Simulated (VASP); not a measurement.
# Sn (P6/mmm) in VASP: further runs, part 2 of 2

VASP 6.6.1.

**3. Single point, LDA**

The input, INCAR:

```
SYSTEM = Sn
ALGO     = Normal         ! electronic algorithm
EDIFF    = 1E-6           ! SCF threshold, eV
ENCUT    = 520            ! plane-wave cutoff, eV
GGA      = CA             ! functional
ISIF     = 2              ! what is computed and relaxed
ISMEAR   = -1             ! smearing method
LASPH    = .True.         ! aspherical terms in the spheres
LCHARG   = .False.        ! write CHGCAR
LREAL    = .False.        ! projectors in reciprocal space
LWAVE    = .False.        ! write WAVECAR
NBANDS   = 28             ! bands
NELM     = 80             ! most SCF steps
PREC     = Accurate       ! precision mode
SIGMA    = 0.08           ! smearing width, eV
```

The input, KPOINTS:

```
k-points
0
Gamma
  8 8 11
  0 0 0
```

The input, POSCAR:

```
Sn
1.0
    4.7351885411      0.0000000000      0.0000000000
   -2.3675942705      4.1007935683      0.0000000000
    0.0000000000      0.0000000000      2.7561922500
Sn
3
Direct
    0.0000000000      0.0000000000      0.0000000000
    0.3333333333      0.6666666667      0.5000000000
    0.6666666667      0.3333333333      0.5000000000
```

Potentials or basis: VASP PAW LDA potentials, release 64 (Sn_d).

On the command line:

```bash
$ cat potpaw_LDA.64/Sn_d/POTCAR > POTCAR
$ mpirun -np 1 vasp_std > vasp.out
```

OUTCAR:

```text
SYSTEM = Sn
   EDIFF = 1E-6
   ENCUT = 520
   GGA = CA
   ISIF = 2
   ISMEAR = -1
   LASPH = .True.
   LREAL = .False.
   NELM = 80
   PREC = Accurate

 ion  position               nearest neighbor table
   1  0.000  0.000  0.000-   2 3.06   3 3.06   2 3.06   3 3.06   2 3.06   2 3.06   3 3.06   3 3.06
                             3 3.06   3 3.06   2 3.06   2 3.06
   2  0.333  0.667  0.500-   3 2.73   3 2.73   3 2.73   1 3.06   1 3.06   1 3.06   1 3.06   1 3.06
                             1 3.06
   3  0.667  0.333  0.500-   2 2.73   2 2.73   2 2.73   1 3.06   1 3.06   1 3.06   1 3.06   1 3.06
                             1 3.06

  LATTYP: Found a hexagonal cell.
 ALAT       =     4.7351885411
 C/A-ratio  =     0.5820659993

  Lattice vectors:

 A1 = (   4.7351885411,   0.0000000000,   0.0000000000)
 A2 = (  -2.3675942705,   4.1007935683,   0.0000000000)
 A3 = (   0.0000000000,   0.0000000000,   2.7561922500)

Analysis of symmetry for initial positions (statically):
=====================================================================
 Subroutine PRICEL returns:
 Original cell was already a primitive cell.

 Routine SETGRP: Setting up the symmetry group for a
 hexagonal supercell.

 Subroutine GETGRP returns: Found 24 space group operations
 (whereof 24 operations were pure point group operations)
 out of a pool of 24 trial point group operations.

The static configuration has the point symmetry D_6h.

Analysis of symmetry for dynamics (positions and initial velocities):
=====================================================================
 Subroutine PRICEL returns:
 Original cell was already a primitive cell.

 Routine SETGRP: Setting up the symmetry group for a
 hexagonal supercell.

 Subroutine GETGRP returns: Found 24 space group operations
 (whereof 24 operations were pure point group operations)
 out of a pool of 24 trial point group operations.
[... 118 lines left out ...]
   ISMEAR =    -1;   SIGMA  =   0.08  broadening in eV -4-tet -1-fermi 0-gaus
   EFERMI_NEDOS =   21; number of points for ismear=-14 and -15
   IALGO  =     38    algorithm
   IMIX   =      4    mixing-type and parameters
     AMIX     =   0.40;   BMIX     =  1.00
     AMIX_MAG =   1.60;   BMIX_MAG =  1.00
  volume/ion in A,a.u.               =      17.84       120.39
  Fermi-wavevector in a.u.,A,eV,Ry     =   1.510033  2.853548 31.023989  2.280199
  Thomas-Fermi vector in A             =   2.620276
   LORBIT       =      0    0 simple, 1 ext, 2 COOP (PROOUT), +10 PAW based schemes
   GGA     = CA    functional components
   LHFCALC =     F    Hartree Fock is set to
   AEXX    =    0.0000 exact exchange contribution
   IVDW    =     0    specifies the selected vdW correction
   LEPSILON=     F    determine dielectric tensor
   LRPA    =     F    only Hartree local field effects (RPA)
 non-spin polarized calculation
  energy-cutoff  :      520.00
  volume of cell :       53.52
 maximum number of plane-waves:      1474
 NGX is ok and might be reduce to    36
   NGX = 17   NGY = 17   NGZ = 11

 number of electron      41.9999988 magnetization

 Free energy of the ion-electron system (eV)
  ---------------------------------------------------
  ext. energy  EPLUGINS =         0.00000000
  ---------------------------------------------------
  free energy    TOTEN  =       -10.60307120 eV

  energy without entropy =      -10.56856252  energy(sigma->0) =      -10.58581686

 E-fermi :  14.1872     XC(G=0): -12.7359

 val. band max:       14.1792783678   @ k =   0.3750   0.1250   0.2727
 cond. band min:      14.2075727518   @ k =   0.2500   0.1250   0.3636
 fundamental gap:      0.0282943841
 Fermi energy:        14.1871880252

 k-point     1 :       0.0000    0.0000    0.0000
  band No.  band energies     occupation
      1      -8.3585      2.00000
      2      -8.1216      2.00000
      3      -7.9813      2.00000
      4      -7.8587      2.00000
      5      -7.8587      2.00000
      6      -7.7433      2.00000
[... 733 lines left out ...]
     27      20.9883      0.00000
     28      22.0780      0.00000

 [... further k-points ...]

------------------------ aborting loop because EDIFF is reached ----------------------------------------

  FORCE on cell =-STRESS in cart. coord.  units (eV):
  Direction    XX          YY          ZZ          XY          YZ          ZX
  --------------------------------------------------------------------------------------
  -------------------------------------------------------------------------------------
  Total       17.4680411     17.4680411     17.4853677      0.0000000      0.0000000      0.0000000
  in kB      522.9258327    522.9258327    523.4445238      0.0000000      0.0000000      0.0000000
  external PRESSURE =     523.0987297 kB  Pullay stress =       0.0000000 kB

 VOLUME and BASIS-vectors are now :
 -----------------------------------------------------------------------------
  energy-cutoff  :      520.00
  volume of cell :       53.52
      direct lattice vectors                 reciprocal lattice vectors
     4.735188541  0.000000000  0.000000000     0.211184833  0.121927620  0.000000000
    -2.367594271  4.100793568  0.000000000     0.000000000  0.243855240  0.000000000
     0.000000000  0.000000000  2.756192250     0.000000000  0.000000000  0.362819393

 POSITION                                       TOTAL-FORCE (eV/Angst)
 -----------------------------------------------------------------------------------
      0.00000      0.00000      0.00000        -0.000000      0.000000     -0.000000
     -0.00000      2.73386      1.37810         0.000000     -0.000000      0.000000
      2.36759      1.36693      1.37810        -0.000000      0.000000     -0.000000
 -----------------------------------------------------------------------------------
    total drift:                                0.000000      0.000000     -0.000000

  FREE ENERGIE OF THE ION-ELECTRON SYSTEM (eV)
  ---------------------------------------------------
  free  energy   TOTEN  =       -10.6030711957 eV

  energy  without entropy=      -10.5685625217  energy(sigma->0) =      -10.58581686
```

OSZICAR:

```text
N       E                     dE             d eps       ncg     rms          rms(c)
DAV:   1     0.377400270786E+03    0.37740E+03   -0.21025E+04  3496   0.271E+03
DAV:   2     0.333654049078E+02   -0.34403E+03   -0.33837E+03  3364   0.540E+02
DAV:   3    -0.914842059052E+01   -0.42514E+02   -0.41944E+02  3688   0.175E+02
DAV:   4    -0.107703859501E+02   -0.16220E+01   -0.16105E+01  3976   0.370E+01
DAV:   5    -0.108213643615E+02   -0.50978E-01   -0.50965E-01  4784   0.603E+00    0.547E+00
DAV:   6    -0.106747759393E+02    0.14659E+00   -0.81993E-02  4840   0.617E+00    0.297E+00
DAV:   7    -0.106052072868E+02    0.69569E-01   -0.80945E-02  4648   0.397E+00    0.195E-01
DAV:   8    -0.106031885754E+02    0.20187E-02   -0.11447E-02  4020   0.224E+00    0.928E-02
DAV:   9    -0.106030681025E+02    0.12047E-03   -0.11416E-03  4084   0.730E-01    0.239E-02
DAV:  10    -0.106030717191E+02   -0.36166E-05   -0.15253E-04  4768   0.157E-01    0.132E-02
DAV:  11    -0.106030712516E+02    0.46752E-06   -0.18327E-05  4288   0.793E-02    0.317E-03
DAV:  12    -0.106030711957E+02    0.55899E-07   -0.24913E-06  2500   0.272E-02
   1 F= -.10603071E+02 E0= -.10585817E+02  d E =-.345087E-01
```

stdout:

```text
POSCAR found type information on POSCAR Sn
 POSCAR found :  1 types and       3 ions
 scaLAPACK will be used
 LDA part: xc-table for (Slater(with rela. corr.)+CA(PZ))
 , standard interpolation
 POSCAR, INCAR and KPOINTS ok, starting setup
 FFT: planning ... GRIDC
 FFT: planning ... GRID_SOFT
 FFT: planning ... GRID
 WAVECAR not read
 entering main loop
```

It took 70 s on 1 thread of Intel Xeon 8259CL, shared host; peak memory 0.19 GiB.

What came out:

```
Free energy            : -10.6031 eV
Pressure               : 52.3 GPa
Band gap on the k mesh : zero (bands 21 and 22 overlap by 6.53 eV)
```

Levels at points of the mesh, in eV from the Fermi level:
| k point | band 18 | band 19 | band 20 | band 21 | band 22 | band 23 | band 24 | band 25 |
| --- | --- | --- | --- | --- | --- | --- | --- | --- |
| (0.00, 0.00, 0.00) | -5.63 | -4.35 | -4.35 | -4.31 | -4.31 | 4.83 | 9.50 | 11.53 |
| (0.50, 0.00, 0.00) | -7.46 | -7.20 | 1.87 | 1.93 | 2.99 | 3.01 | 5.05 | 7.72 |

Caveat: the cell stands under pressure; spin-orbit coupling is left out, which moves the levels of the heavy elements.
